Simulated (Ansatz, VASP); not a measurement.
# One calculation of TiO2, two programs

Contents of INCAR:

```
SYSTEM = TiO2
ALGO = Normal ; EDIFF = 1E-6
ENCUT = 520 ; GGA = CA
ISIF = 2 ; ISMEAR = -1
LASPH = .True. ; LCHARG = .False.
LREAL = .False. ; LWAVE = .False.
NBANDS = 33 ; NELM = 60
PREC = Accurate ; SIGMA = 0.08
```

Contents of KPOINTS:

```
k-points
0
Gamma
  13 13 13
  0 0 0
```

POSCAR

```
TiO2
1.0
   -1.8546500000      1.8546500000      4.7570000000
    1.8546500000     -1.8546500000      4.7570000000
    1.8546500000      1.8546500000     -4.7570000000
Ti O
2 4
Direct
    0.0000000000      0.0000000000      0.0000000000
    0.7500000000      0.2500000000      0.5000000000
    0.2066000000      0.2066000000      0.0000000000
    0.9566000000      0.4566000000      0.5000000000
    0.5434000000      0.0434000000      0.5000000000
    0.7934000000      0.7934000000      0.0000000000
```

Input for Ansatz:

```yaml
crystal:
  lattice:
    - [-1.85465, 1.85465, 4.757]
    - [1.85465, -1.85465, 4.757]
    - [1.85465, 1.85465, -4.757]
  atoms:
    - { symbol: Ti, position: [0.0, 0.0, 0.0] }
    - { symbol: Ti, position: [0.75, 0.25, 0.5] }
    - { symbol: O, position: [0.2066, 0.2066, 0.0] }
    - { symbol: O, position: [0.9566, 0.4566, 0.5] }
    - { symbol: O, position: [0.5434, 0.0434, 0.5] }
    - { symbol: O, position: [0.7934, 0.7934, 0.0] }
kpoints:
  mp_grid: { grid: [13, 13, 13] }
  band_path:
    path:
      - [0.0, 0.0, 0.0]
      - [0.0, 0.0, 0.5]
      - [0.25, 0.25, 0.25]
      - [0.0, 0.5, 0.0]
      - [0.0, 0.0, 0.0]
      - [0.5, 0.5, -0.5]
      - [0.2880012282, 0.7119987718, -0.2880012282]
      - [-0.2880012282, 0.2880012282, 0.2880012282]
      - [0.0, 0.0, 0.0]
    npoints: 5
scf:
  occupations: { method: fermi_dirac, width: 0.08 }
hamiltonian:
  xc: lda
  pseudopotentials: { kind: all_electron, lapw: { basis_error: 0.001 } }
output:
  forces: true
  stress: true
  eigenvalues: true
```

Change from the starting cell: equal xx and yy strain of -2 %.

Alike in both runs: task single point; functional LDA; k mesh 13 × 13 × 13; occupations fermi-dirac, width 0.08 eV; no spin polarisation.

|  | VASP | Ansatz |
| --- | --- | --- |
| version | VASP 6.6.1 | Ansatz 0.2.0 |
| potentials or method | VASP PAW LDA potentials, release 64 (Ti_sv, O), cutoff 520 eV | all-electron LAPW, scalar-relativistic |

|  | VASP | Ansatz | Ansatz less VASP |
| --- | --- | --- | --- |
| pressure (GPa) | 4.5 | 3.4 | -1.12 |
| traceless stress, the component that is largest in VASP (GPa) | -0.84 | -0.83 | +0.017 |
| rms of the force components (eV/Å) | 0.051 | 0.039 | -0.0117 |

LDA's correlation is that of Perdew and Zunger in VASP and of Perdew and Wang (1992) in Ansatz. Atom by atom the forces differ by 0.012 eV/Å (rms over components). Ansatz ran all-electron here, and VASP with PAW potentials.
